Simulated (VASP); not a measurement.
**SnSe: single point with PBEsol**

SnSe:

```
Sn Se
1.0
     0.00000    2.97275    2.97275
     3.04707    0.00000    2.97275
     3.04707    2.97275    0.00000
Sn Se
1 1
Direct
  0.00000 0.00000 0.00000
  0.50000 0.50000 0.50000
```

This cell differs from its parent crystal: strain +0.0250 x Voigt [1, 0, 0, 0, 0, 0].

| Item | Value |
| --- | --- |
| Program | VASP 6.6.1 |
| Task | single point |
| Functional | PBEsol |
| Potentials or basis | VASP PAW PBE potentials, release 64 (Sn_d, Se) |
| Cutoff | 520 eV |
| k mesh | 8 × 8 × 8 |
| Occupations | gaussian, width 0.05 eV |
| Spin | no spin polarisation |
| Dipole correction | no |
| Further INCAR settings | ALGO = Normal; EDIFF = 1e-06; NBANDS = 17 |

- Pressure: -1.2 GPa
- Band gap on the k mesh: 0.71 eV, indirect (least direct gap 0.72 eV)

Stress tensor (GPa, compression positive):
```
-3.13  0.00  0.00
 0.00 -0.26  0.00
 0.00  0.00 -0.26
```

Levels at points of the mesh, in eV from the valence-band top:
```csv
k point,band 7,band 8,band 9,band 10,band 11,band 12,band 13,band 14
"(0.00, 0.00, 0.00)",-4.96,-2.20,-2.20,-1.96,4.05,4.63,4.63,5.77
"(0.50, 0.00, 0.00)",-8.05,-1.90,-1.85,0.00,0.72,1.25,1.37,8.25
"(0.50, 0.50, 0.00)",-5.97,-5.51,-3.77,-3.49,2.95,5.15,5.75,6.22
"(0.00, 0.50, 0.50)",-5.87,-5.46,-3.57,-3.57,3.03,5.58,5.58,5.89
```

Wall time 41 s on 1 thread of Intel(R) Xeon(R) Platinum 8259CL CPU @ 2.50GHz (Skylake/Cascade Lake), with other jobs on the host, peak memory 0.2 GiB.

Caveat: the cell differs from its parent crystal (strain +0.0250 x Voigt [1, 0, 0, 0, 0, 0]); the PAW data sets were made with another functional, which shifts forces and pressure a little; spin-orbit coupling is left out, which moves the levels of the heavy elements. A k mesh can miss the band edges.
